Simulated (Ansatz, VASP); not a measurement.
# One calculation of C, two programs

The input INCAR:

```
PREC = Accurate
ENCUT = 520
EDIFF = 1E-6
ISMEAR = 0
SIGMA = 0.1
LREAL = F
LASPH = T
NELM = 80
ALGO = Normal
ISIF = 2
LWAVE = F
LCHARG = T
LELF = T
LVHAR = T
NBANDS = 16
```

Contents of KPOINTS:

```
Automatic mesh
0
Gamma
  9 9 4
```

Contents of POSCAR:

```
C
1.0
    2.5200000000      0.0000000000      0.0000000000
   -1.2600000000      2.1823840175      0.0000000000
    0.0000000000      0.0000000000      4.1800000000
C
4
Direct
    0.3333333333      0.6666666667      0.0000000000
    0.6666666667      0.3333333333      0.5000000000
    0.3333333333      0.6666666667      0.3740000000
    0.6666666667      0.3333333333      0.8740000000
```

Input for Ansatz:

```yaml
crystal:
  lattice:
    - [2.52, 0.0, 0.0]
    - [-1.26, 2.1823840175, 0.0]
    - [0.0, 0.0, 4.18]
  atoms:
    - { symbol: C, position: [0.3333333333, 0.6666666667, 0.0] }
    - { symbol: C, position: [0.6666666667, 0.3333333333, 0.5] }
    - { symbol: C, position: [0.3333333333, 0.6666666667, 0.374] }
    - { symbol: C, position: [0.6666666667, 0.3333333333, 0.874] }
basis:
  ecutwfc: 420
kpoints:
  mp_grid: { grid: [9, 9, 4] }
hamiltonian:
  xc: lda
  pseudopotentials: { kind: paw, azcp: { folder: soft_1 } }
scf:
  occupations: { method: gaussian, width: 0.1 }
output:
  forces: true
  stress: true
  eigenvalues: true
```

Alike in both runs: task single point; functional LDA; k mesh 9 × 9 × 4; occupations gaussian, width 0.1 eV; no spin polarisation.

```csv
,VASP,Ansatz
version,VASP 6.6.1,Ansatz 0.2.0
potentials or method,"VASP PAW LDA potentials, release 64 (C), cutoff 520 eV","scalar-relativistic, plane waves, PAW"
valence electrons in the cell,16,16
```

```tsv
	VASP	Ansatz	Ansatz less VASP
gap on the k mesh at the Fermi level (eV)	3.11	3.13	+0.023
least direct gap on the mesh (eV)	4.83	4.83	+0.005
pressure (GPa)	-15.9	-17.4	-1.50
traceless stress, the component that is largest in VASP (GPa)	3.17	3.19	+0.013
rms of the force components (eV/Å)	0.054	0.056	+0.0017
```

Ansatz warns that its potentials were made for another functional, while VASP's fit it. LDA's correlation is that of Perdew and Zunger in VASP and of Perdew and Wang (1992) in Ansatz. Atom by atom the forces differ by 0.002 eV/Å (rms over components).
